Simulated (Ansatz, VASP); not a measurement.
Two plane-wave programs on Pb

```
CELL_PARAMETERS angstrom
0.00000 2.47502 2.47502
2.47502 0.00000 2.47502
2.47502 2.47502 0.00000
ATOMIC_POSITIONS crystal
Pb 0.00000 0.00000 0.00000
```

Alike in both runs: task relaxation of cell and atoms; functional PBE exchange alone; k mesh 9 × 9 × 9; occupations fermi-dirac, width 0.05 eV; no spin polarisation.

|  | VASP | Ansatz |
| --- | --- | --- |
| version | VASP 6.6.1 | Ansatz 0.2.0 |
| potentials or method | VASP PAW PBE potentials, release 64 (Pb_d) | Ansatz PAW |
| plane-wave cutoff (eV) | 600 | 420 |
| valence electrons in the cell | 14 | 14 |

VASP gave:

```
relaxed volume (Å³/atom)                                     : 39.90
relaxed cell length with the largest relative difference (Å) : 3.836
```

Problem. Which values does Ansatz return?

Solution. Relaxed volume (Å³/atom): 39.94; relaxed cell length with the largest relative difference (Å): 3.837.

VASP's potentials were made for PBE, not for PBE exchange alone.

Spin-orbit coupling is off throughout. Noted on VASP's run: the volume moved by over 15 % at a fixed basis, so the end points are rough. Noted on Ansatz's run: the volume moved by over 15 % at a fixed basis, so the end points are rough; the plane-wave basis is chosen anew once the cell has moved, so the energies of steps on either side of that aren't comparable.
